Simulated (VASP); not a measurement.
CdSe, 2 atoms in the cell. Symmetry: F-43m, No. 216, cubic system. The conventional cell has a = 6.141 Å, b = 6.141 Å, c = 6.141 Å, α = 90.00°, β = 90.00°, γ = 90.00°. Cd (site symmetry -43m) has 4 Se at 2.66 Å within 3.5 Å. Within 3.5 Å of Se (site symmetry -43m) lie 4 Cd at 2.66 Å. 

| Property | Result |
| --- | --- |
| Program | VASP 6.6.1 |
| Task | relaxation of cell and atoms |
| Functional | RPBE |
| Dispersion | D4 |
| Potentials or basis | VASP PAW PBE potentials, release 64 (Cd, Se) |
| Cutoff | 600 eV |
| k mesh | 8 × 8 × 8 |
| Occupations | fermi-dirac, width 0.05 eV |
| Spin | no spin polarisation |
| Dipole correction | no |
| Further INCAR settings | ALGO = Normal; EDIFF = 1e-06; IBRION = 2; EDIFFG = -0.01; NSW = 80; ISIF = 3 |

Potentials or basis: VASP PAW PBE potentials, release 64 (Cd, Se).

Command:

```bash
$ cat potpaw_PBE.64/Cd/POTCAR potpaw_PBE.64/Se/POTCAR > POTCAR
$ mpirun -np 1 vasp_std > vasp.out
```

Hardware: 1 thread of Intel Xeon 6975P-C, with other jobs on the host.

**Question.** How long does it take, and how much memory?

**Answer.** It took 68 s on 1 thread of Intel Xeon 6975P-C, with other jobs on the host, peak memory 0.23 GiB. Counts: scf iterations 27, k points 29, ion steps 3.
